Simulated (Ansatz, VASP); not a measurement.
Zn5S4 in VASP and in Ansatz

Contents of INCAR:

```
SYSTEM = Zn5S4
PREC     = Accurate       ! precision mode
ENCUT    = 520            ! plane-wave cutoff, eV
EDIFF    = 1E-6           ! SCF threshold, eV
ISMEAR   = 0              ! smearing method
SIGMA    = 0.05           ! smearing width, eV
LREAL    = .False.        ! projectors in reciprocal space
LASPH    = .True.         ! aspherical terms in the spheres
NELM     = 80             ! most SCF steps
ALGO     = Normal         ! electronic algorithm
ISIF     = 2              ! what is computed and relaxed
LWAVE    = .False.        ! write WAVECAR
LCHARG   = .False.        ! write CHGCAR
LDIPOL   = .True.       
IDIPOL   = 3            
DIPOL    = 0.5 0.5 0.500
GGA      = PS             ! functional
NBANDS   = 52             ! bands
```

Contents of KPOINTS:

```
regular mesh
0
Gamma
  7 7 1
  0 0 0
```

POSCAR

```
Zn5S4
1.0
    3.7876303076      0.0000000000      0.0000000000
    0.0000000000      3.7876303076      0.0000000000
    0.0000000000      0.0000000000     25.7130363004
Zn S
5 4
Direct
    0.5000000000      0.5000000000      0.2916808389
    0.0000000000      0.0000000000      0.3958404195
    0.5000000000      0.5000000000      0.5000000000
    0.0000000000      0.0000000000      0.6041595805
    0.5000000000      0.5000000000      0.7083191611
    0.5000000000      0.0000000000      0.3437606292
    0.0000000000      0.5000000000      0.4479202097
    0.5000000000      0.0000000000      0.5520797903
    0.0000000000      0.5000000000      0.6562393708
```

Input for Ansatz:

```yaml
crystal:
  lattice:
    - [3.7876303076, 0.0, 0.0]
    - [0.0, 3.7876303076, 0.0]
    - [0.0, 0.0, 25.7130363004]
  atoms:
    - { symbol: Zn, position: [0.5, 0.5, 0.2916808389] }
    - { symbol: S, position: [0.5, 0.0, 0.3437606292] }
    - { symbol: Zn, position: [0.0, 0.0, 0.3958404195] }
    - { symbol: S, position: [0.0, 0.5, 0.4479202097] }
    - { symbol: Zn, position: [0.5, 0.5, 0.5] }
    - { symbol: S, position: [0.5, 0.0, 0.5520797903] }
    - { symbol: Zn, position: [0.0, 0.0, 0.6041595805] }
    - { symbol: S, position: [0.0, 0.5, 0.6562393708] }
    - { symbol: Zn, position: [0.5, 0.5, 0.7083191611] }
basis:
  ecutwfc: 420
kpoints:
  mp_grid: { grid: [7, 7, 1] }
hamiltonian:
  xc: pbesol
scf:
  occupations: { method: gaussian, width: 0.05 }
output:
  forces: true
  stress: true
  eigenvalues: true
  write_density: true
  write_potential: true
  elf: true
  volumetric_format: npy
efield:
  axis: 3
  dipole_correction: true
  ramp_width: 0.04
```

Alike in both runs: task single point; functional PBEsol; k mesh 7 × 7 × 1; occupations gaussian, width 0.05 eV; no spin polarisation.

|  | VASP | Ansatz |
| --- | --- | --- |
| version | VASP 6.6.1 | Ansatz 0.2.0 |
| potentials or method | VASP PAW PBE potentials, release 64 (Zn, S), cutoff 520 eV | scalar-relativistic, plane waves, PAW |
| valence electrons in the cell | 84 | 84 |

VASP gave:

* gap on the k mesh at the Fermi level (eV): none
* rms of the force components (eV/Å): 0.086

Question: What did Ansatz give for the same quantities?

Answer: gap on the k mesh at the Fermi level (eV): none; rms of the force components (eV/Å): 0.079.

VASP's potentials were made for PBE, not for PBEsol. A gap of «none» marks a metal or a gap that the smearing closes. With one functional, cell and mesh, what is left measures potentials, basis and numerics. Ansatz's warnings: xc potential rough in thin density.
